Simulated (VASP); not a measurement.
# B (Fd-3m) in VASP: further runs, part 2 of 2

VASP 6.6.1. The steps go on from the part before.

### Step 4. Single point, r2SCAN (volume scaled by 0.88)

File POSCAR:

```
B
1.0
    0.0000000000      1.9426150670      1.9426150670
    1.9426150670      0.0000000000      1.9426150670
    1.9426150670      1.9426150670      0.0000000000
B
2
Direct
    0.1250000000      0.1250000000      0.1250000000
    0.8750000000      0.8750000000      0.8750000000
```

File INCAR.step1:

```
PREC = Accurate
ENCUT = 520
ISMEAR = -1
SIGMA = 0.1
LREAL = False
LASPH = True
NELM = 80
NBANDS = 10
GGA = PE
ALGO = Normal
EDIFF = 1E-4
LWAVE = True
LCHARG = False
```

File INCAR.step2:

```
PREC = Accurate
ENCUT = 520
EDIFF = 1E-7
ISMEAR = -1
SIGMA = 0.1
LREAL = False
LASPH = True
NELM = 80
ALGO = Normal
ISIF = 2
LWAVE = False
LCHARG = True
METAGGA = R2SCAN
LMIXTAU = True
LELF = True
LVHAR = True
NBANDS = 10
ISTART = 1
```

File KPOINTS:

```
Automatic mesh
0
Gamma
  15 15 15
```

Potentials or basis: VASP PAW PBE potentials, release 64 (B).

Launch:

```sh
$ cat potpaw_PBE.64/B/POTCAR > POTCAR
$ cp INCAR.step1 INCAR
$ mpirun -np 1 vasp_std > vasp.out
$ cp INCAR.step2 INCAR
$ mpirun -np 1 vasp_std > vasp.out
```

OUTCAR:

```text
PREC = Accurate
   ENCUT = 520
   EDIFF = 1E-7
   ISMEAR = -1
   LREAL = False
   LASPH = True
   NELM = 80
   ISIF = 2
   METAGGA = R2SCAN
   ISTART = 1

 ion  position               nearest neighbor table
   1  0.125  0.125  0.125-   2 1.68   2 1.68   2 1.68   2 1.68
   2  0.875  0.875  0.875-   1 1.68   1 1.68   1 1.68   1 1.68

  LATTYP: Found a face centered cubic cell.
 ALAT       =     3.8852301340

  Lattice vectors:

 A1 = (   0.0000000000,   1.9426150670,   1.9426150670)
 A2 = (   1.9426150670,   0.0000000000,   1.9426150670)
 A3 = (   1.9426150670,   1.9426150670,   0.0000000000)

Analysis of symmetry for initial positions (statically):
=====================================================================
 Subroutine PRICEL returns:
 Original cell was already a primitive cell.

 Routine SETGRP: Setting up the symmetry group for a
 face centered cubic supercell.

 Subroutine GETGRP returns: Found 48 space group operations
 (whereof 12 operations were pure point group operations)
 out of a pool of 48 trial point group operations.

The static configuration has the point symmetry D_3d.
 The point group associated with its full space group is O_h .

Analysis of symmetry for dynamics (positions and initial velocities):
=====================================================================
 Subroutine PRICEL returns:
 Original cell was already a primitive cell.

 Routine SETGRP: Setting up the symmetry group for a
 face centered cubic supercell.

 Subroutine GETGRP returns: Found 48 space group operations
 (whereof 12 operations were pure point group operations)
 out of a pool of 48 trial point group operations.

The dynamic configuration has the point symmetry D_3d.
 The point group associated with its full space group is O_h .

 Subroutine INISYM returns: Found 48 space group operations
 (whereof 12 operations are pure point group operations),
 and found     1 'primitive' translations

[... 118 lines left out ...]
   LORBIT       =      0    0 simple, 1 ext, 2 COOP (PROOUT), +10 PAW based schemes
   METAGGA = R2SCAN    functional components
   LHFCALC =     F    Hartree Fock is set to
   AEXX    =    0.0000 exact exchange contribution
   IVDW    =     0    specifies the selected vdW correction
   LEPSILON=     F    determine dielectric tensor
   LRPA    =     F    only Hartree local field effects (RPA)
 non-spin polarized calculation
  energy-cutoff  :      520.00
  volume of cell :       14.66
 maximum number of plane-waves:       411
   NGX = 11   NGY = 11   NGZ = 11

 number of electron       6.0000000 magnetization

 Free energy of the ion-electron system (eV)
  ---------------------------------------------------
  ext. energy  EPLUGINS =         0.00000000
  ---------------------------------------------------
  free energy    TOTEN  =       -12.54467253 eV

  energy without entropy =      -12.51994614  energy(sigma->0) =      -12.53230933

 E-fermi :   4.7309     XC(G=0): -12.4392

 val. band max:        4.7192002762   @ k =   0.3333   0.2667   0.0000
 cond. band min:       4.7742024297   @ k =  -0.3333   0.3333   0.0000
 fundamental gap:      0.0550021535
 Fermi energy:         4.7308675169

 k-point     1 :       0.0000    0.0000    0.0000
  band No.  band energies     occupation
      1      -9.9779      2.00000
      2       9.5483      0.00000
      3       9.5483      0.00000
      4       9.5483      0.00000
      5      14.0445      0.00000
      6      14.0445      0.00000
      7      14.0445      0.00000
      8      24.9963      0.00000
      9      26.8278      0.00000
     10      30.1378      0.00000
[... 287 lines left out ...]
 k-point    24 :       0.2000    0.1333    0.0000
  band No.  band energies     occupation
      1      -8.9889      2.00000
      2       6.1180      0.00000
      3       6.8371      0.00000
      4       7.9739      0.00000
      5      13.8249      0.00000
      6      17.6809      0.00000
      7      17.7430      0.00000
      8      20.9494      0.00000
      9      28.0234      0.00000
     10      28.3260      0.00000

 [... further k-points ...]

------------------------ aborting loop because EDIFF is reached ----------------------------------------

  FORCE on cell =-STRESS in cart. coord.  units (eV):
  Direction    XX          YY          ZZ          XY          YZ          ZX
  --------------------------------------------------------------------------------------
  -------------------------------------------------------------------------------------
  Total        2.6288531      2.6288531      2.6288531     -0.0000000     -0.0000000      0.0000000
  in kB      287.2676053    287.2676053    287.2676053     -0.0000000     -0.0000000      0.0000000
  external PRESSURE =     287.2676053 kB  Pullay stress =       0.0000000 kB

 VOLUME and BASIS-vectors are now :
 -----------------------------------------------------------------------------
  energy-cutoff  :      520.00
  volume of cell :       14.66
      direct lattice vectors                 reciprocal lattice vectors
     0.000000000  1.942615067  1.942615067    -0.257385011  0.257385011  0.257385011
     1.942615067  0.000000000  1.942615067     0.257385011 -0.257385011  0.257385011
     1.942615067  1.942615067  0.000000000     0.257385011  0.257385011 -0.257385011

 POSITION                                       TOTAL-FORCE (eV/Angst)
 -----------------------------------------------------------------------------------
      0.48565      0.48565      0.48565         0.000000     -0.000000      0.000000
      3.39958      3.39958      3.39958        -0.000000      0.000000     -0.000000
 -----------------------------------------------------------------------------------
    total drift:                                0.000000      0.000000     -0.000000

  FREE ENERGIE OF THE ION-ELECTRON SYSTEM (eV)
  ---------------------------------------------------
  free  energy   TOTEN  =       -12.5446725285 eV

  energy  without entropy=      -12.5199461378  energy(sigma->0) =      -12.53230933
```

Wall time 37 s (1 thread of Intel Xeon 6975P-C (Granite Rapids), shared host); peak memory 0.13 GiB.

Results:

```
Free energy            : -12.5447 eV
Pressure               : 28.7 GPa
Band gap on the k mesh : zero (band 3 reaches 9.55 eV, above the bottom of band 4 at 1.54 eV)
```

Caveat: the PAW data sets were made with another functional, which shifts forces and pressure a little.

### Step 5. Summary

```csv
cell,k mesh,cutoff (eV),gap on the mesh (eV),pressure (GPa)
"a = 2.867 Å, angles 60.0°, 2 atoms",7 × 7 × 7,550,none,-0.1
"a = 2.867 Å, angles 60.0°, 2 atoms",13 × 13 × 13,520,none,0.0
"a = 2.747 Å, angles 60.0°, 2 atoms",15 × 15 × 15,520,none,28.7
```

Alike in all rows: task single point; level r2SCAN; potentials or basis VASP PAW PBE potentials, release 64 (B); no spin polarisation; smearing fermi-dirac 0.1 eV.

Caveats: some runs use coarse meshes; the PAW data sets were made with another functional, which shifts forces and pressure a little.

Total energies depend on the potentials used, so only differences within one code and one set of settings carry meaning.
